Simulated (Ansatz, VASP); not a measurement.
**SiC in VASP and in Ansatz**

```
Si C
1.0
     3.16988    0.00000    0.00000
    -1.58494    2.74520    0.00000
     0.00000    0.00000   10.02634
Si C
4 4
Direct
  0.00000 0.00000 0.99913
  0.33333 0.66667 0.24925
  0.00000 0.00000 0.49913
  0.66667 0.33333 0.74925
  0.00000 0.00000 0.18789
  0.33333 0.66667 0.43873
  0.00000 0.00000 0.68789
  0.66667 0.33333 0.93873
```

Change from the starting cell: epitaxial_xy strain +3.0%.

Alike in both runs: task single point; functional r2SCAN; k mesh 12 × 12 × 4; no spin polarisation.

|  | VASP | Ansatz |
| --- | --- | --- |
| version | VASP 6.6.1 | Ansatz 0.2.0 |
| potentials or method | VASP PAW PBE potentials, release 64 (Si, C) | plane waves, PAW |
| plane-wave cutoff (eV) | 520 | 500 |
| occupations | gaussian, width 0.01 eV | fixed |
| valence electrons in the cell | 32 | 32 |

Ansatz gave:

```
gap on the k mesh at the Fermi level (eV)                     : 2.39
pressure (GPa)                                                : -11.0
traceless stress, the component that is largest in VASP (GPa) : 11.00
```

Q: Estimate VASP's values.

A: gap on the k mesh at the Fermi level (eV): 2.39; pressure (GPa): -11.1; traceless stress, the component that is largest in VASP (GPa): 11.07.

VASP's potentials were made for PBE, not for r2SCAN.
